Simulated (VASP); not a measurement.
# MnO (Fm-3m) in VASP: further runs, part 2 of 3

VASP 6.6.1. The steps go on from the part before.

### 3 Single point, BLYP, collinear spin, ferromagnetic start

File INCAR:

```
SYSTEM = MnO
PREC = Accurate
ENCUT = 520
EDIFF = 1E-6
ISMEAR = -1
SIGMA = 0.05
LREAL = .False.
LASPH = .True.
NELM = 150
ALGO = Normal
ISIF = 2
LWAVE = .False.
LCHARG = .False.
ISPIN = 2
MAGMOM = 4 0
LORBIT = 11
LMAXMIX = 4
GGA = B5
ALDAX = 1.0
AGGAX = 1.0
AGGAC = 1.0
ALDAC = 0.0
NBANDS = 20
```

File KPOINTS:

```
regular mesh
0
Gamma
  6 6 6
  0 0 0
```

File POSCAR:

```
MnO
1.0
    0.0000000000      2.2239077028      2.2239077028
    2.2239077028      0.0000000000      2.2239077028
    2.2239077028      2.2239077028      0.0000000000
Mn O
1 1
Direct
    0.0000000000      0.0000000000      0.0000000000
    0.5000000000      0.5000000000      0.5000000000
```

Potentials or basis: VASP PAW PBE potentials, release 64 (Mn_pv, O).

Started as:

```console
> cat potpaw_PBE.64/Mn_pv/POTCAR potpaw_PBE.64/O/POTCAR > POTCAR
> mpirun -np 1 vasp_std > vasp.out
```

OUTCAR:

```text
SYSTEM = MnO
   PREC = Accurate
   ENCUT = 520
   EDIFF = 1E-6
   ISMEAR = -1
   LREAL = .False.
   LASPH = .True.
   NELM = 150
   ISIF = 2
   ISPIN = 2
   LORBIT = 11
   GGA = B5

 ion  position               nearest neighbor table
   1  0.000  0.000  0.000-   2 2.22   2 2.22   2 2.22   2 2.22   2 2.22   2 2.22
   2  0.500  0.500  0.500-   1 2.22   1 2.22   1 2.22   1 2.22   1 2.22   1 2.22

  LATTYP: Found a face centered cubic cell.
 ALAT       =     4.4478154056

  Lattice vectors:

 A1 = (   0.0000000000,   2.2239077028,   2.2239077028)
 A2 = (   2.2239077028,   0.0000000000,   2.2239077028)
 A3 = (   2.2239077028,   2.2239077028,   0.0000000000)

Analysis of symmetry for initial positions (statically):
=====================================================================
 Subroutine PRICEL returns:
 Original cell was already a primitive cell.

 Routine SETGRP: Setting up the symmetry group for a
 face centered cubic supercell.

 Subroutine GETGRP returns: Found 48 space group operations
 (whereof 48 operations were pure point group operations)
 out of a pool of 48 trial point group operations.

The static configuration has the point symmetry O_h .

Analysis of symmetry for dynamics (positions and initial velocities):
=====================================================================
 Subroutine PRICEL returns:
 Original cell was already a primitive cell.

 Routine SETGRP: Setting up the symmetry group for a
 face centered cubic supercell.

 Subroutine GETGRP returns: Found 48 space group operations
 (whereof 48 operations were pure point group operations)
 out of a pool of 48 trial point group operations.

The dynamic configuration has the point symmetry O_h .

Analysis of structural, dynamic, and magnetic symmetry:
=====================================================================
 Subroutine PRICEL returns:
 Original cell was already a primitive cell.

 Routine SETGRP: Setting up the symmetry group for a
 face centered cubic supercell.

 Subroutine GETGRP returns: Found 48 space group operations
 (whereof 48 operations were pure point group operations)
 out of a pool of 48 trial point group operations.

The overall configuration has the point symmetry O_h .

 Subroutine INISYM returns: Found 48 space group operations
 (whereof 48 operations are pure point group operations),
 and found     1 'primitive' translations

----------------------------------------------------------------------------------------

                                     Primitive cell

  volume of cell :      21.9979

  direct lattice vectors                    reciprocal lattice vectors
     0.000000000  2.223907703  2.223907703    -0.224829474  0.224829474  0.224829474
     2.223907703  0.000000000  2.223907703     0.224829474 -0.224829474  0.224829474
     2.223907703  2.223907703  0.000000000     0.224829474  0.224829474 -0.224829474

  length of vectors
     3.145080435  3.145080435  3.145080435     0.389416073  0.389416073  0.389416073

  position of ions in fractional coordinates (direct lattice)
     0.000000000  0.000000000  0.000000000
     0.500000000  0.500000000  0.500000000

[... 56 lines left out ...]
   NGXF,Y,Z  is equivalent  to a cutoff of  25.37, 25.37, 25.37 a.u.
 SYSTEM =  MnO
   PREC   = accura    normal or accurate (medium, high low for compatibility)
   ISTART =      0    job   : 0-new  1-cont  2-samecut
   ICHARG =      2    charge: 1-file 2-atom 10-const
   ISPIN  =      2    spin polarized calculation?
   LNONCOLLINEAR =      F non collinear calculations
   LSORBIT =      F    spin-orbit coupling
   LASPH  =      T    aspherical Exc in radial PAW
   ENCUT  =  520.0 eV  38.22 Ry    6.18 a.u.   5.85  5.85  5.85*2*pi/ulx,y,z
   NELM   =    150;   NELMIN=  2; NELMDL= -5     # of ELM steps
   EDIFF  = 0.1E-05   stopping-criterion for ELM
   LREAL  =      F    real-space projection
   EDIFFG = 0.1E-04   stopping-criterion for IOM
   NSW    =      0    number of steps for IOM
   IBRION =     -1    ionic relax: 0-MD 1-quasi-New 2-CG
   NFREE  =      0    steps in history (QN), initial steepest desc. (CG)
   ISIF   =      2    stress and relaxation
   ISYM   =      2    0-nonsym 1-usesym 2-fastsym
   POTIM  = 0.5000    time-step for ionic-motion
   TEBEG  =    0.0;   TEEND  =   0.0 temperature during run
   PSTRESS=    0.0 pullay stress
   NELECT =      19.0000    total number of electrons
   NUPDOWN=      -1.0000    fix difference up-down
   EMIN   =  10.00;   EMAX   =-10.00  energy-range for DOS
   EFERMI =   0.00;   METHOD = LEGACY
   ISMEAR =    -1;   SIGMA  =   0.05  broadening in eV -4-tet -1-fermi 0-gaus
   EFERMI_NEDOS =   21; number of points for ismear=-14 and -15
   IALGO  =     38    algorithm
   IMIX   =      4    mixing-type and parameters
     AMIX     =   0.40;   BMIX     =  1.00
     AMIX_MAG =   1.60;   BMIX_MAG =  1.00
  volume/ion in A,a.u.               =      11.00        74.22
  Fermi-wavevector in a.u.,A,eV,Ry     =   1.559071  2.946217 33.071721  2.430703
  Thomas-Fermi vector in A             =   2.662483
   LORBIT       =     11    0 simple, 1 ext, 2 COOP (PROOUT), +10 PAW based schemes
   GGA     = B5    functional components
   LHFCALC =     F    Hartree Fock is set to
   AEXX    =    0.0000 exact exchange contribution
   IVDW    =     0    specifies the selected vdW correction
   LEPSILON=     F    determine dielectric tensor
   LRPA    =     F    only Hartree local field effects (RPA)
 spin polarized calculation
  energy-cutoff  :      520.00
  volume of cell :       22.00
 maximum number of plane-waves:       609
   NGX = 11   NGY = 11   NGZ = 11

 number of electron      18.9999991 magnetization       4.7050839

 Free energy of the ion-electron system (eV)
  ---------------------------------------------------
  ext. energy  EPLUGINS =         0.00000000
  ---------------------------------------------------
  free energy    TOTEN  =       -15.30259504 eV

  energy without entropy =      -15.30004714  energy(sigma->0) =      -15.30132109

 E-fermi :   7.7755     XC(G=0): -11.3287

 val. band max:        7.7708881836   @ k =   0.0000   0.0000   0.0000
 cond. band min:       7.9764937599   @ k =   0.1667   0.1667   0.0000
 fundamental gap:      0.2056055763
 Fermi energy:         7.7754655228

 spin component 1

 k-point     1 :       0.0000    0.0000    0.0000
  band No.  band energies     occupation
      1     -42.2953      1.00000
      2     -42.2952      1.00000
      3     -42.2952      1.00000
      4     -12.3050      1.00000
      5       4.0768      1.00000
      6       4.0768      1.00000
[... 344 lines left out ...]
      6       2.0078      1.00000
[... 12 lines left out ...]
     19      33.5097      0.00000
     20      35.5284      0.00000
 Fermi energy:         7.7754655228

 spin component 2

 k-point     1 :       0.0000    0.0000    0.0000
  band No.  band energies     occupation
      1     -37.8318      1.00000
      2     -37.8318      1.00000
      3     -37.8318      1.00000
      4     -11.8844      1.00000
      5       4.4778      1.00000
      6       4.4778      1.00000
[... 357 lines left out ...]
     19      34.5249      0.00000
     20      36.0620      0.00000

------------------------ aborting loop because EDIFF is reached ----------------------------------------

  FORCE on cell =-STRESS in cart. coord.  units (eV):
  Direction    XX          YY          ZZ          XY          YZ          ZX
  --------------------------------------------------------------------------------------
  -------------------------------------------------------------------------------------
  Total        0.5212775      0.5212775      0.5212775      0.0000000      0.0000000      0.0000000
  in kB       37.9663905     37.9663905     37.9663905      0.0000000      0.0000000      0.0000000
  external PRESSURE =      37.9663905 kB  Pullay stress =       0.0000000 kB

 VOLUME and BASIS-vectors are now :
 -----------------------------------------------------------------------------
  energy-cutoff  :      520.00
  volume of cell :       22.00
      direct lattice vectors                 reciprocal lattice vectors
     0.000000000  2.223907703  2.223907703    -0.224829474  0.224829474  0.224829474
     2.223907703  0.000000000  2.223907703     0.224829474 -0.224829474  0.224829474
     2.223907703  2.223907703  0.000000000     0.224829474  0.224829474 -0.224829474

 POSITION                                       TOTAL-FORCE (eV/Angst)
 -----------------------------------------------------------------------------------
      0.00000      0.00000      0.00000        -0.000000      0.000000      0.000000
      2.22391      2.22391      2.22391         0.000000     -0.000000     -0.000000
 -----------------------------------------------------------------------------------
    total drift:                                0.000000     -0.000000     -0.000000

  FREE ENERGIE OF THE ION-ELECTRON SYSTEM (eV)
  ---------------------------------------------------
  free  energy   TOTEN  =       -15.3025950382 eV

  energy  without entropy=      -15.3000471377  energy(sigma->0) =      -15.30132109

 total charge

# of ion       s       p       d       tot
------------------------------------------
    1        0.201   6.175   5.010  11.385
    2        1.553   3.433   0.000   4.985
--------------------------------------------------
tot          1.753   9.608   5.010  16.370

 magnetization (x)

# of ion       s       p       d       tot
------------------------------------------
    1        0.026   0.018   4.228   4.272
    2        0.031   0.194   0.000   0.225
--------------------------------------------------
tot          0.057   0.212   4.228   4.497
```

OSZICAR:

```text
N       E                     dE             d eps       ncg     rms          rms(c)
DAV:   1     0.170196208191E+03    0.17020E+03   -0.10466E+04  1288   0.112E+03
DAV:   2    -0.949108167339E+01   -0.17969E+03   -0.16775E+03  1312   0.327E+02
DAV:   3    -0.178335303178E+02   -0.83424E+01   -0.82625E+01  1452   0.758E+01
DAV:   4    -0.178937572195E+02   -0.60227E-01   -0.60215E-01  1460   0.664E+00
DAV:   5    -0.178942970518E+02   -0.53983E-03   -0.53983E-03  1420   0.627E-01    0.143E+01
DAV:   6    -0.156038845957E+02    0.22904E+01   -0.99871E+00  1800   0.334E+01    0.127E+01
DAV:   7    -0.153189823548E+02    0.28490E+00   -0.12825E+00  1504   0.160E+01    0.752E+00
DAV:   8    -0.153115550754E+02    0.74273E-02   -0.12665E-01  1432   0.258E+00    0.442E+00
DAV:   9    -0.153034083970E+02    0.81467E-02   -0.28631E-02  1360   0.185E+00    0.793E-01
DAV:  10    -0.153022001212E+02    0.12083E-02   -0.69748E-03  1352   0.103E+00    0.219E-01
DAV:  11    -0.153025418949E+02   -0.34177E-03   -0.59523E-04  1440   0.204E-01    0.622E-02
DAV:  12    -0.153025839994E+02   -0.42105E-04   -0.33665E-05  1404   0.407E-02    0.288E-02
DAV:  13    -0.153025929124E+02   -0.89130E-05   -0.12344E-05  1428   0.325E-02    0.183E-02
DAV:  14    -0.153025948165E+02   -0.19041E-05   -0.16125E-06  1396   0.126E-02    0.320E-03
DAV:  15    -0.153025950382E+02   -0.22170E-06   -0.36567E-07   888   0.446E-03
   1 F= -.15302595E+02 E0= -.15301321E+02  d E =-.254790E-02  mag=     4.7052
```

stdout:

```text
POSCAR found type information on POSCAR MnO
 POSCAR found :  2 types and       2 ions
 scaLAPACK will be used
 -----------------------------------------------------------------------------
|                                                                             |
|                                                                             |
|     You enforced a specific xc type in the INCAR file but a different       |
|     I HOPE YOU KNOW WHAT YOU ARE DOING!                                     |
|                                                                             |
 -----------------------------------------------------------------------------

 LDA part: xc-table for (Slater(with rela. corr.)+VWN5), standard interpolation
 POSCAR, INCAR and KPOINTS ok, starting setup
 FFT: planning ... GRIDC
 FFT: planning ... GRID_SOFT
 FFT: planning ... GRID
 WAVECAR not read
 entering main loop
```

Run time: 13 s. Hardware: 1 thread of Intel Xeon 6975P-C (Granite Rapids), shared host; peak memory 0.15 GiB.

What came out:

* Free energy: -15.3026 eV
* Pressure: 3.8 GPa
* Net moment: 4.71 μB per cell
* Site moments: Mn +4.27; O +0.23 μB
* Valence electrons inside the program's atomic spheres: Mn 11.38; O 4.99

Caveat: the k points lie up to 0.41 Å⁻¹ apart; the PAW data sets were made with another functional, which shifts forces and pressure a little; a cell with one magnetic atom can't hold antiferromagnetic order, which such compounds often take; semilocal functionals often make such compounds metallic where correlation or magnetic order opens a gap, which also shifts bond lengths. With open d or f shells a metallic result of BLYP can be an artefact of self-interaction; +U or a hybrid may open a gap.

### 4 Single point, r2SCAN, collinear spin, ferromagnetic start

POSCAR is that of step 3.

File INCAR.step1:

```
SYSTEM = MnO
PREC = Accurate ; ENCUT = 520
ISMEAR = -1 ; SIGMA = 0.05
LREAL = .False. ; LASPH = .True.
NELM = 150 ; ISPIN = 2
MAGMOM = 4 0 ; LMAXMIX = 4
NBANDS = 20 ; GGA = PE
ALGO = Normal ; EDIFF = 1E-4
LWAVE = .True. ; LCHARG = .False.
```

File INCAR.step2:

```
SYSTEM = MnO
PREC = Accurate ; ENCUT = 520
EDIFF = 1E-7 ; ISMEAR = -1
SIGMA = 0.05 ; LREAL = .False.
LASPH = .True. ; NELM = 150
ALGO = Normal ; ISIF = 2
LWAVE = .False. ; LCHARG = .False.
ISPIN = 2 ; MAGMOM = 4 0
LORBIT = 11 ; LMAXMIX = 4
METAGGA = R2SCAN ; LMIXTAU = .True.
NBANDS = 20 ; ISTART = 1
```

KPOINTS is that of step 3.

Started as:

```console
> cat potpaw_PBE.64/Mn_pv/POTCAR potpaw_PBE.64/O/POTCAR > POTCAR
> cp INCAR.step1 INCAR
> mpirun -np 1 vasp_std > vasp.out
> cp INCAR.step2 INCAR
> mpirun -np 1 vasp_std > vasp.out
```

Run time: 30 s. Hardware: 1 thread of Intel Xeon 6975P-C (Granite Rapids), shared host; peak memory 0.15 GiB.

Results (log left out):

| Item | Value |
| --- | --- |
| Free energy | -24.4863 eV |
| Pressure | 0.4 GPa |
| Band gap on the k mesh | zero (filled and empty bands overlap) |
| Net moment | 4.99 μB per cell |
| Site moments | Mn +4.54; O +0.23 μB |
| Valence electrons inside the program's atomic spheres | Mn 11.34; O 5.03 |

Levels at points of the mesh, in eV from the Fermi level:
Spin up:
```
           k point  band 9  band 10  band 11  band 12  band 13  band 14  band 15  band 16
(0.00, 0.00, 0.00)   -3.65    -3.65    -3.16    -3.16    -0.20    14.62    16.92    16.92
(0.50, 0.00, 0.00)   -2.81    -2.29    -0.11    -0.11     3.96     8.28    12.51    12.51
(0.50, 0.50, 0.00)   -2.76    -2.55    -2.55    -2.41     5.44     8.46    10.81    14.46
```
Spin down:
```csv
k point,band 5,band 6,band 7,band 8,band 9,band 10
"(0.00, 0.00, 0.00)",-3.35,-3.35,-3.35,1.57,1.80,1.80
"(0.50, 0.00, 0.00)",-7.42,-4.80,-4.80,3.05,3.16,3.16
"(0.50, 0.50, 0.00)",-6.52,-4.38,-4.38,0.06,3.13,3.31
```

Caveat: the k points lie up to 0.41 Å⁻¹ apart; the PAW data sets were made with another functional, which shifts forces and pressure a little; a cell with one magnetic atom can't hold antiferromagnetic order, which such compounds often take; semilocal functionals often make such compounds metallic where correlation or magnetic order opens a gap, which also shifts bond lengths.

[end of part 2 of 3]
